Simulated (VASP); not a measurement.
Here is a VASP 6.6.1 calculation.

The input INCAR:

```
SYSTEM = Mg
  PREC = Accurate
  ENCUT = 600
  EDIFF = 1E-7
  ISMEAR = 0
  SIGMA = 0.1
  LREAL = .FALSE.
  LASPH = .TRUE.
  NELM = 100
  ALGO = Normal
  ISIF = 3
  LWAVE = .FALSE.
  LCHARG = .FALSE.
  GGA = PE
  IBRION = 2
  NSW = 45
  EDIFFG = -0.04
  ISYM = 0
```

The input KPOINTS:

```
Automatic mesh
0
G
  4 3 3
  0 0 0
```

The input POSCAR:

```
Mg
1.0
    5.3600475406      0.6239956859      0.8546347563
    0.4657085854      7.7705031839      0.0362618585
    0.8376220048     -0.0093710688      7.5946269113
Mg
13
Direct
    0.2826752110      0.0203762292      0.8720979726
    0.1332977546      0.4070075760      0.4873838145
    0.4662874560      0.2818457037      0.1003988488
    0.6489274517      0.5437611712      0.3287609173
    0.1696872962      0.7271031521      0.6843401570
    0.0432416928      0.4145329804      0.9345110941
    0.7291183744      0.8598990037      0.0366216068
    0.7640851603      0.8360360159      0.5158823235
    0.2040200907      0.7042009586      0.1628398554
    0.3227690160      0.0105491817      0.4116091436
    0.8886497246      0.1494329352      0.2672103287
    0.7986663331      0.1565712811      0.7130962006
    0.6106768775      0.5529438476      0.7887576510
```

Potentials or basis: VASP PAW PBE potentials, release 64 (Mg).

Command:

```bash
$ cat potpaw_PBE.64/Mg/POTCAR > POTCAR
$ mpirun -np 1 vasp_std > vasp.out
```

Problem. Estimate the relaxed cell.

Solution. a = 5.690 Å, b = 7.832 Å, c = 7.274 Å, α = 88.26°, β = 73.21°, γ = 84.01°.

Problem. Predict the relaxed volume.

Solution. 23.74 Å³/atom.

Problem. Estimate the space group after relaxing (to 0.1 Å).

Solution. P-1 (No. 2).

Final structure:
```xyz
13
Lattice="5.6035 0.4367 0.8867 0.1960 7.8279 0.1520 0.9892 0.0565 7.2064" Properties=species:S:1:pos:R:3 pbc="T T T"
Mg    2.5335    0.3674    6.5345
Mg    1.1322    3.3319    3.5814
Mg    2.7674    2.4154    1.1791
Mg    3.9919    4.5206    3.0291
Mg    1.8234    5.7889    5.1702
Mg    1.2690    3.3112    6.8558
Mg    4.3009    7.0183    1.0502
Mg    4.8959    6.9273    4.5472
Mg    1.4289    5.6412    1.4596
Mg    2.2079    0.3060    3.2435
Mg    5.2559    1.5760    2.7074
Mg    5.3925    1.5570    5.9827
Mg    4.3157    4.5815    6.3211
```
